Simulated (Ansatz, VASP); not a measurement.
## Al9H in VASP and in Ansatz

Contents of INCAR:

```
ALGO = Normal
DIPOL = 0.5 0.5 0.307
EDIFF = 1E-6
ENCUT = 520
GGA = PE
IDIPOL = 3
ISIF = 2
ISMEAR = 0
LASPH = True
LCHARG = False
LDIPOL = True
LREAL = False
LWAVE = False
NBANDS = 25
NELM = 60
PREC = Accurate
SIGMA = 0.1
```

File KPOINTS:

```
k-points
0
Gamma
  9 3 1
```

POSCAR

```
Al9H
1.0
    2.8543223330      0.0000000000      0.0000000000
   -1.4271611665      9.7033329366      0.0000000000
    0.0000000000      0.0000000000     21.7902708969
Al H
9 1
Direct
    0.5324485604      0.0648971207      0.1835681630
    0.6709687938      0.3419375876      0.2292758741
    0.2986728405      0.5973456810      0.2384174163
    0.9263768872      0.8527537744      0.2475589585
    0.0639738222      0.1277383808      0.2937147080
    0.1995905480      0.4042696935      0.3452583266
    0.8288544886      0.6597110299      0.3524478004
    0.4526361687      0.9111292155      0.3607640453
    0.5925232094      0.1814597089      0.4034034702
    0.8425232094      0.4314597089      0.4121229580
```

Input for Ansatz:

```yaml
crystal:
  lattice:
    - [2.854322333, 0.0, 0.0]
    - [-1.4271611665, 9.7033329366, 0.0]
    - [0.0, 0.0, 21.7902708969]
  atoms:
    - { symbol: Al, position: [0.5324485604, 0.0648971207, 0.183568163] }
    - { symbol: Al, position: [0.6709687938, 0.3419375876, 0.2292758741] }
    - { symbol: Al, position: [0.2986728405, 0.597345681, 0.2384174163] }
    - { symbol: Al, position: [0.9263768872, 0.8527537744, 0.2475589585] }
    - { symbol: Al, position: [0.0639738222, 0.1277383808, 0.293714708] }
    - { symbol: Al, position: [0.199590548, 0.4042696935, 0.3452583266] }
    - { symbol: Al, position: [0.8288544886, 0.6597110299, 0.3524478004] }
    - { symbol: Al, position: [0.4526361687, 0.9111292155, 0.3607640453] }
    - { symbol: Al, position: [0.5925232094, 0.1814597089, 0.4034034702] }
    - { symbol: H, position: [0.8425232094, 0.4314597089, 0.412122958] }
basis:
  ecutwfc: 420
kpoints:
  mp_grid: { grid: [9, 3, 1] }
hamiltonian:
  xc: pbe
scf:
  occupations: { method: gaussian, width: 0.1 }
output:
  forces: true
  eigenvalues: true
efield:
  axis: 3
  dipole_correction: true
  ramp_width: 0.04
```

Alike in both runs: task single point; functional PBE; k mesh 9 × 3 × 1; occupations gaussian, width 0.1 eV; no spin polarisation.

|  | VASP | Ansatz |
| --- | --- | --- |
| version | VASP 6.6.1 | Ansatz 0.2.0 |
| potentials or method | VASP PAW PBE potentials, release 64 (Al, H), cutoff 520 eV | scalar-relativistic, plane waves, PAW |
| valence electrons in the cell | 28 | 28 |

```csv
,VASP,Ansatz,Ansatz less VASP
gap on the k mesh at the Fermi level (eV),none,none,-
rms of the force components (eV/Å),0.174,0.174,-0.0006
```

Atom by atom the forces differ by 0.001 eV/Å (rms over components). A gap of «none» marks a metal or a gap that the smearing closes.
